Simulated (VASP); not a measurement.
# Ti3S2 (R32) in VASP: a series of runs

The runs below take Ti3S2 through single point, with RPBE+D3(BJ), RPBE.

Everything below comes from runs of VASP 6.6.1. Logs are shortened: lines on timing, memory, paths and dates and some standing lists are left out, and cuts for length are marked.

## (1) The cell of the first run

Symmetry: R32, No. 155, trigonal system. Conventional cell: a = 5.426 Å, b = 5.426 Å, c = 9.713 Å, α = 90.00°, β = 90.00°, γ = 120.00°. Within 3.2 Å of Ti (site symmetry 2) lie 4 S at 2.42 to 2.44 Å and 6 Ti at 3.12 to 3.15 Å. Within 3.2 Å of S (site symmetry 3) lie 6 Ti at 2.42 to 2.44 Å and 3 S at 3.13 Å.

## (2) Single point, RPBE+D3(BJ)

INCAR reads:

```
SYSTEM = Ti3S2
PREC     = Accurate       ! precision mode
ENCUT    = 520            ! plane-wave cutoff, eV
EDIFF    = 1E-7           ! SCF threshold, eV
ISMEAR   = 1              ! smearing method
SIGMA    = 0.1            ! smearing width, eV
LREAL    = .FALSE.        ! projectors in reciprocal space
LASPH    = .TRUE.         ! aspherical terms in the spheres
NELM     = 100            ! most SCF steps
ALGO     = Normal         ! electronic algorithm
ISIF     = 2              ! what is computed and relaxed
LWAVE    = .FALSE.        ! write WAVECAR
LCHARG   = .FALSE.        ! write CHGCAR
GGA      = RP             ! functional
IVDW     = 12             ! dispersion correction
NBANDS   = 32             ! bands
```

KPOINTS reads:

```
Automatic mesh
0
G
  6 6 6
  0 0 0
```

POSCAR reads:

```
Ti3S2
1.0
    2.7131139200      1.5664170500      3.2376184000
   -2.7131139200      1.5664170500      3.2376184000
    0.0000000000     -3.1328341100      3.2376184000
Ti S
3 2
Direct
    0.3356550000      0.6643450000      0.0000000000
    0.6643450000      0.0000000000      0.3356550000
    0.0000000000      0.3356550000      0.6643450000
    0.8321610000      0.8321610000      0.8321610000
    0.1678390000      0.1678390000      0.1678390000
```

Potentials or basis: VASP PAW PBE potentials, release 64 (Ti_sv, S).

Command:

```sh
cat potpaw_PBE.64/Ti_sv/POTCAR potpaw_PBE.64/S/POTCAR > POTCAR
mpirun -np 1 vasp_std > vasp.out
```

OUTCAR:

```text
SYSTEM = Ti3S2
   PREC = Accurate
   ENCUT = 520
   EDIFF = 1E-7
   ISMEAR = 1
   LREAL = .FALSE.
   LASPH = .TRUE.
   NELM = 100
   ISIF = 2
   GGA = RP
   IVDW = 12
 IVDW          = 12

 ion  position               nearest neighbor table
   1  0.336  0.664  0.000-   4 2.42   5 2.42   5 2.44   4 2.44
   2  0.664  0.000  0.336-   5 2.42   4 2.42   5 2.44   4 2.44
   3  0.000  0.336  0.664-   4 2.42   5 2.42   4 2.44   5 2.44
   4  0.832  0.832  0.832-   1 2.42   3 2.42   2 2.42   3 2.44   1 2.44   2 2.44
   5  0.168  0.168  0.168-   1 2.42   2 2.42   3 2.42   2 2.44   1 2.44   3 2.44

  LATTYP: Found a trigonal (rhomboedric) cell.
 ALAT       =     4.5051994874
 COS(alpha) =     0.2746660546

  Lattice vectors:

 A1 = (   2.7131139200,   1.5664170500,   3.2376184000)
 A2 = (  -2.7131139200,   1.5664170500,   3.2376184000)
 A3 = (   0.0000000000,  -3.1328341100,   3.2376184000)

Analysis of symmetry for initial positions (statically):
=====================================================================
 Subroutine PRICEL returns:
 Original cell was already a primitive cell.

 Routine SETGRP: Setting up the symmetry group for a
 trigonal (rhombohedral) supercell.

 Subroutine GETGRP returns: Found  6 space group operations
 (whereof  6 operations were pure point group operations)
 out of a pool of 12 trial point group operations.

The static configuration has the point symmetry D_3 .

Analysis of symmetry for dynamics (positions and initial velocities):
=====================================================================
 Subroutine PRICEL returns:
 Original cell was already a primitive cell.

 Routine SETGRP: Setting up the symmetry group for a
 trigonal (rhombohedral) supercell.

 Subroutine GETGRP returns: Found  6 space group operations
 (whereof  6 operations were pure point group operations)
 out of a pool of 12 trial point group operations.

The dynamic configuration has the point symmetry D_3 .

 Subroutine INISYM returns: Found  6 space group operations
 (whereof  6 operations are pure point group operations),
 and found     1 'primitive' translations

----------------------------------------------------------------------------------------

                                     Primitive cell

  volume of cell :      82.5567

  direct lattice vectors                    reciprocal lattice vectors
     2.713113920  1.566417050  3.237618400     0.184290087  0.106399931  0.102956338
    -2.713113920  1.566417050  3.237618400    -0.184290087  0.106399931  0.102956338
     0.000000000 -3.132834110  3.237618400     0.000000000 -0.212799862  0.102956337

  length of vectors
     4.505199487  4.505199487  4.505199492     0.236397523  0.236397523  0.236397523

  position of ions in fractional coordinates (direct lattice)
     0.335655000  0.664345000  0.000000000
     0.664345000  0.000000000  0.335655000
     0.000000000  0.335655000  0.664345000
     0.832161000  0.832161000  0.832161000
     0.167839000  0.167839000  0.167839000

  ion indices of the primitive-cell ions
   primitive index   ion index
                 1           1
                 2           2
                 3           3
                 4           4
                 5           5

----------------------------------------------------------------------------------------

 KPOINTS: Automatic mesh

Automatic generation of k-mesh.
 Grid dimensions read from file:
 generate k-points for:    6    6    6

 Generating k-lattice:

  Cartesian coordinates                     Fractional coordinates (reciprocal lattice)
     0.030715014  0.017733322  0.017159390     0.166666667 -0.000000000  0.000000000
    -0.030715014  0.017733322  0.017159390    -0.000000000  0.166666667  0.000000000
     0.000000000 -0.035466644  0.017159390     0.000000000  0.000000000  0.166666667

  Length of vectors
     0.039399587  0.039399587  0.039399587

  Shift w.r.t. Gamma in fractional coordinates (k-lattice)
     0.000000000  0.000000000  0.000000000

 Subroutine IBZKPT returns following result:
 ===========================================

 Found     32 irreducible k-points:

 Following reciprocal coordinates:
            Coordinates               Weight
  0.000000  0.000000  0.000000      1.000000
  0.166667 -0.000000  0.000000      6.000000
  0.333333 -0.000000 -0.000000      6.000000
  0.500000 -0.000000 -0.000000      3.000000
  0.166667  0.166667 -0.000000      6.000000
  0.333333  0.166667 -0.000000     12.000000
[... 16 lines left out ...]
  0.500000  0.500000  0.166667      6.000000
 -0.333333  0.500000  0.166667     12.000000
 [... further k-points ...]
   k-points           NKPTS =     32   k-points in BZ     NKDIM =     32   number of bands    NBANDS=     32
   number of dos      NEDOS =    301   number of ions     NIONS =      5
   total plane-waves  NPLWV =  46656
   dimension x,y,z NGX =    36 NGY =   36 NGZ =   36
   dimension x,y,z NGXF=    72 NGYF=   72 NGZF=   72
   ions per type =               3   2
   NGX,Y,Z   is equivalent  to a cutoff of  13.28, 13.28, 13.28 a.u.
   NGXF,Y,Z  is equivalent  to a cutoff of  26.57, 26.57, 26.57 a.u.
 SYSTEM =  Ti3S2
   PREC   = accura    normal or accurate (medium, high low for compatibility)
   ISTART =      0    job   : 0-new  1-cont  2-samecut
   ICHARG =      2    charge: 1-file 2-atom 10-const
   ISPIN  =      1    spin polarized calculation?
   LNONCOLLINEAR =      F non collinear calculations
   LSORBIT =      F    spin-orbit coupling
   LASPH  =      T    aspherical Exc in radial PAW
   ENCUT  =  520.0 eV  38.22 Ry    6.18 a.u.   8.38  8.38  8.38*2*pi/ulx,y,z
   NELM   =    100;   NELMIN=  2; NELMDL= -5     # of ELM steps
   EDIFF  = 0.1E-06   stopping-criterion for ELM
   LREAL  =      F    real-space projection
   EDIFFG = 0.1E-05   stopping-criterion for IOM
   NSW    =      0    number of steps for IOM
   IBRION =     -1    ionic relax: 0-MD 1-quasi-New 2-CG
   NFREE  =      0    steps in history (QN), initial steepest desc. (CG)
   ISIF   =      2    stress and relaxation
   ISYM   =      2    0-nonsym 1-usesym 2-fastsym
   POTIM  = 0.5000    time-step for ionic-motion
   TEBEG  =    0.0;   TEEND  =   0.0 temperature during run
   PSTRESS=    0.0 pullay stress
   NELECT =      48.0000    total number of electrons
   NUPDOWN=      -1.0000    fix difference up-down
   EMIN   =  10.00;   EMAX   =-10.00  energy-range for DOS
   EFERMI =   0.00;   METHOD = LEGACY
   ISMEAR =     1;   SIGMA  =   0.10  broadening in eV -4-tet -1-fermi 0-gaus
   EFERMI_NEDOS =   21; number of points for ismear=-14 and -15
   IALGO  =     38    algorithm
   IMIX   =      4    mixing-type and parameters
     AMIX     =   0.40;   BMIX     =  1.00
     AMIX_MAG =   1.60;   BMIX_MAG =  1.00
  volume/ion in A,a.u.               =      16.51       111.42
  Fermi-wavevector in a.u.,A,eV,Ry     =   1.366379  2.582082 25.401957  1.866991
  Thomas-Fermi vector in A             =   2.492525
   LORBIT       =      0    0 simple, 1 ext, 2 COOP (PROOUT), +10 PAW based schemes
   GGA     = RP    functional components
   LHFCALC =     F    Hartree Fock is set to
   AEXX    =    0.0000 exact exchange contribution
   IVDW    =    12    specifies the selected vdW correction
   LEPSILON=     F    determine dielectric tensor
   LRPA    =     F    only Hartree local field effects (RPA)
 non-spin polarized calculation
 Methfessel and Paxton  Order N= 1 SIGMA  =   0.10
  energy-cutoff  :      520.00
  volume of cell :       82.56
 maximum number of plane-waves:      2238
 NGX is ok and might be reduce to    36
   NGX = 17   NGY = 17   NGZ = 17

 number of electron      47.9999995 magnetization

 Free energy of the ion-electron system (eV)
  ---------------------------------------------------
  ext. energy  EPLUGINS =         0.00000000
  ---------------------------------------------------
  free energy    TOTEN  =       -34.40211496 eV

  energy without entropy =      -34.40349755  energy(sigma->0) =      -34.40257582

 E-fermi :   8.6402     XC(G=0): -11.1395

 val. band max:        8.6286066260   @ k =   0.3333  -0.0000  -0.0000
 cond. band min:       8.6434906367   @ k =   0.0000   0.0000   0.0000
 fundamental gap:      0.0148840107
 Fermi energy:         8.6402212116

 k-point     1 :       0.0000    0.0000    0.0000
  band No.  band energies     occupation
      1     -48.4893      2.00000
      2     -48.4414      2.00000
      3     -48.4414      2.00000
      4     -24.7812      2.00000
      5     -24.7812      2.00000
      6     -24.7291      2.00000
[... 24 lines left out ...]
     31      11.0587      0.00000
     32      11.4899      0.00000

 k-point     2 :       0.1667   -0.0000    0.0000
  band No.  band energies     occupation
      1     -48.4859      2.00000
      2     -48.4451      2.00000
      3     -48.4410      2.00000
      4     -24.8019      2.00000
      5     -24.7624      2.00000
      6     -24.7523      2.00000
[... 24 lines left out ...]
     31      11.2881      0.00000
     32      11.3640      0.00000

 k-point     3 :       0.3333   -0.0000   -0.0000
  band No.  band energies     occupation
      1     -48.4766      2.00000
      2     -48.4532      2.00000
      3     -48.4421      2.00000
      4     -24.8181      2.00000
      5     -24.7747      2.00000
      6     -24.7457      2.00000
[... 24 lines left out ...]
     31      11.2055      0.00000
     32      11.3678      0.00000

 k-point     4 :       0.5000   -0.0000   -0.0000
  band No.  band energies     occupation
      1     -48.4648      2.00000
      2     -48.4643      2.00000
      3     -48.4427      2.00000
      4     -24.8243      2.00000
      5     -24.7828      2.00000
      6     -24.7342      2.00000
[... 24 lines left out ...]
     31      11.2186      0.00000
     32      11.2387      0.00000

 k-point     5 :       0.1667    0.1667   -0.0000
  band No.  band energies     occupation
      1     -48.4848      2.00000
      2     -48.4465      2.00000
      3     -48.4406      2.00000
      4     -24.8153      2.00000
      5     -24.7626      2.00000
      6     -24.7373      2.00000
[... 584 lines left out ...]
     31      11.0136      0.00000
     32      11.1949      0.00000

 k-point    22 :      -0.1667    0.3333    0.1667
  band No.  band energies     occupation
      1     -48.4700      2.00000
      2     -48.4517      2.00000
      3     -48.4500      2.00000
      4     -24.8339      2.00000
      5     -24.7814      2.00000
      6     -24.7428      2.00000
[... 24 lines left out ...]
     31      11.1178      0.00000
     32      11.2220      0.00000

 k-point    23 :       0.5000    0.5000    0.1667
  band No.  band energies     occupation
      1     -48.4670      2.00000
      2     -48.4532      2.00000
      3     -48.4511      2.00000
      4     -24.8525      2.00000
      5     -24.8018      2.00000
      6     -24.7704      2.00000
[... 24 lines left out ...]
     31      10.9632      0.00000
     32      11.1264      0.00000

 k-point    24 :      -0.3333    0.5000    0.1667
  band No.  band energies     occupation
      1     -48.4595      2.00000
      2     -48.4567      2.00000
      3     -48.4551      2.00000
      4     -24.8530      2.00000
      5     -24.7907      2.00000
      6     -24.7509      2.00000
[... 24 lines left out ...]
     31      11.0137      0.00000
     32      11.2560      0.00000

 [... further k-points ...]

------------------------ aborting loop because EDIFF is reached ----------------------------------------

 Edisp (eV)  -12.78776

 E8    (eV) :    -8.3056

  FORCE on cell =-STRESS in cart. coord.  units (eV):
  Direction    XX          YY          ZZ          XY          YZ          ZX
  --------------------------------------------------------------------------------------
  -------------------------------------------------------------------------------------
  Total     -13.38318   -13.38318   -12.30602     0.00000     0.00000     0.00000
  in kB    -259.72727  -259.72727  -238.82277     0.00000     0.00000     0.00000
  external pressure =     -252.76 kB  Pullay stress =        0.00 kB

 VOLUME and BASIS-vectors are now :
 -----------------------------------------------------------------------------
  energy-cutoff  :      520.00
  volume of cell :       82.56
      direct lattice vectors                 reciprocal lattice vectors
     2.713113920  1.566417050  3.237618400     0.184290087  0.106399931  0.102956338
    -2.713113920  1.566417050  3.237618400    -0.184290087  0.106399931  0.102956338
     0.000000000 -3.132834110  3.237618400     0.000000000 -0.212799862  0.102956337

 POSITION                                       TOTAL-FORCE (eV/Angst)
 -----------------------------------------------------------------------------------
     -0.89177      1.56642      3.23762        -0.029507     -0.000000     -0.000000
      1.80244     -0.01091      3.23762         0.014753      0.025553     -0.000000
     -0.91067     -1.55551      3.23762         0.014753     -0.025553     -0.000000
      0.00000     -0.00000      8.08266         0.000000     -0.000000      0.124538
      0.00000     -0.00000      1.63020         0.000000      0.000000     -0.124538
 -----------------------------------------------------------------------------------
    total drift:                                0.000000      0.000000     -0.000000

  FREE ENERGIE OF THE ION-ELECTRON SYSTEM (eV)
  ---------------------------------------------------
  free  energy   TOTEN  =       -47.1898777690 eV

  energy  without entropy=      -47.1912603603  energy(sigma->0) =      -47.19033863
```

Wall time 98 s (1 thread of Intel Xeon Platinum 8259CL at 2.50GHz (Skylake/Cascade Lake), shared host); peak memory 0.24 GiB.

Results:

| Quantity | Value |
| --- | --- |
| Free energy | -47.1899 eV |
| Pressure | -25.3 GPa |
| Largest force | 0.125 eV/Å |
| Band gap on the k mesh | zero (band 24 reaches 8.73 eV, above the bottom of band 25 at 8.51 eV) |
| Dispersion energy per atom | -2.558 eV |

Forces on the atoms (eV/Å):
```
Ti  -0.030  0.000  0.000
Ti   0.015  0.026  0.000
Ti   0.015 -0.026  0.000
S    0.000  0.000  0.125
S    0.000  0.000 -0.125
```

Levels at points of the mesh, in eV from the Fermi level:
| k point | band 20 | band 21 | band 22 | band 23 | band 24 | band 25 | band 26 | band 27 | band 28 | band 29 |
| --- | --- | --- | --- | --- | --- | --- | --- | --- | --- | --- |
| (0.00, 0.00, 0.00) | -3.93 | -2.12 | -1.38 | 0.00 | 0.00 | 0.60 | 0.60 | 1.81 | 1.81 | 1.94 |
| (0.50, 0.00, 0.00) | -3.30 | -0.91 | -0.88 | -0.65 | -0.42 | -0.13 | 0.86 | 1.32 | 1.41 | 1.85 |
| (0.50, 0.50, 0.00) | -3.40 | -1.43 | -1.01 | -0.67 | -0.19 | 0.13 | 0.70 | 1.39 | 1.55 | 1.55 |
| (0.50, 0.50, 0.50) | -4.12 | -0.81 | -0.15 | -0.15 | -0.03 | 0.33 | 0.33 | 0.85 | 0.85 | 1.91 |

Caveat: the PAW data sets were made with another functional, which shifts forces and pressure a little; pairwise dispersion overbinds metals, which lowers pressure and volume.

[end of part 1 of 2]
